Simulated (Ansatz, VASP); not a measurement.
## Sc in VASP and in Ansatz

The input INCAR:

```
SYSTEM = Sc
PREC = Accurate
ENCUT = 520
EDIFF = 1E-6
ISMEAR = -1
SIGMA = 0.08
LREAL = .FALSE.
LASPH = .TRUE.
NELM = 80
ALGO = Normal
ISIF = 2
LWAVE = .FALSE.
LCHARG = .TRUE.
GGA = PS
LELF = .TRUE.
LVHAR = .TRUE.
NBANDS = 12
```

Contents of KPOINTS:

```
regular mesh
0
G
  14 14 14
  0 0 0
```

Contents of POSCAR:

```
Sc
1.0
    0.0000000000      2.0225809072      2.0225809072
    2.0225809072      0.0000000000      2.0225809072
    2.0225809072      2.0225809072      0.0000000000
Sc
1
Direct
    0.0000000000      0.0000000000      0.0000000000
```

Input for Ansatz:

```yaml
crystal:
  lattice:
    - [0.0, 2.0225809072, 2.0225809072]
    - [2.0225809072, 0.0, 2.0225809072]
    - [2.0225809072, 2.0225809072, 0.0]
  atoms:
    - { symbol: Sc, position: [0.0, 0.0, 0.0] }
kpoints:
  mp_grid: { grid: [14, 14, 14] }
scf:
  occupations: { method: fermi_dirac, width: 0.08 }
hamiltonian:
  xc: pbesol
  pseudopotentials: { kind: paw }
output:
  forces: true
  stress: true
  eigenvalues: true
  populations: true
```

Change from the starting cell: volume scaled by 0.7, PAW files.

Alike in both runs: task single point; functional PBEsol; k mesh 14 × 14 × 14; occupations fermi-dirac, width 0.08 eV; no spin polarisation.

|  | VASP | Ansatz |
| --- | --- | --- |
| version | VASP 6.6.1 | Ansatz 0.2.0 |
| potentials or method | VASP PAW PBE potentials, release 64 (Sc_sv) | PAW with Ansatz's default frozen-core files, scalar-relativistic |
| plane-wave cutoff (eV) | 520 | 420 |
| valence electrons in the cell | 11 | 11 |

VASP gave:

```
pressure (GPa) : 33.2
```

Question: Estimate Ansatz's values.

Answer: Pressure (GPa): 33.0.

VASP's potentials were made for PBE, not for PBEsol. Both programs put the cell under a high pressure, so it lies far from rest at this level. The functional is the same, so the differences come from potentials, cutoffs and numerics.
